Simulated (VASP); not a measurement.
# Zn: single point with PBE exchange alone

The system is Zn.

```xyz
1
Lattice="0.0000 1.9648 1.9648 1.9648 0.0000 1.9648 1.9648 1.9648 0.0000" Properties=species:S:1:pos:R:3 pbc="T T T"
Zn    0.0000    0.0000    0.0000
```

```json
{"Program": "VASP 6.6.1", "Task": "single point", "Functional": "PBE exchange alone", "Potentials or basis": "VASP PAW PBE potentials, release 64 (Zn)", "Cutoff": "500 eV", "k mesh": "12 × 12 × 12", "Occupations": "fermi-dirac, width 0.05 eV", "Spin": "non-collinear spin, typed start", "Starting moments": "[[0.0, 0.0, 0.5]] μB"}
```

The pressure is 15.4 GPa. The band gap on the k mesh is zero (band 12 reaches 6.97 eV, above the bottom of band 13 at 3.22 eV) and the net moment is 0.00 μB per cell. The valence electrons inside the program's atomic spheres are Zn 10.78.

Levels at points of the mesh, in eV from the Fermi level:
| k point | band 10 | band 11 | band 12 | band 13 | band 14 | band 15 |
| --- | --- | --- | --- | --- | --- | --- |
| (0.00, 0.00, 0.00) | -7.24 | -7.24 | -7.24 | 18.12 | 18.12 | 18.12 |
| (0.50, 0.00, 0.00) | -6.95 | -2.75 | -2.75 | -1.43 | -1.43 | 15.09 |
| (0.50, 0.50, 0.00) | -6.87 | -0.91 | -0.91 | 1.70 | 1.70 | 8.41 |
| (0.00, 0.50, 0.50) | -6.87 | -0.91 | -0.91 | 1.70 | 1.70 | 8.41 |

Moments on the atoms (μB; x, y, z):
```
Zn  0.00 0.00 0.00
```

It took 82 s on 1 thread of AMD EPYC 9R45 96-Core Processor (Zen 5), on a shared host, peak memory 0.21 GiB.
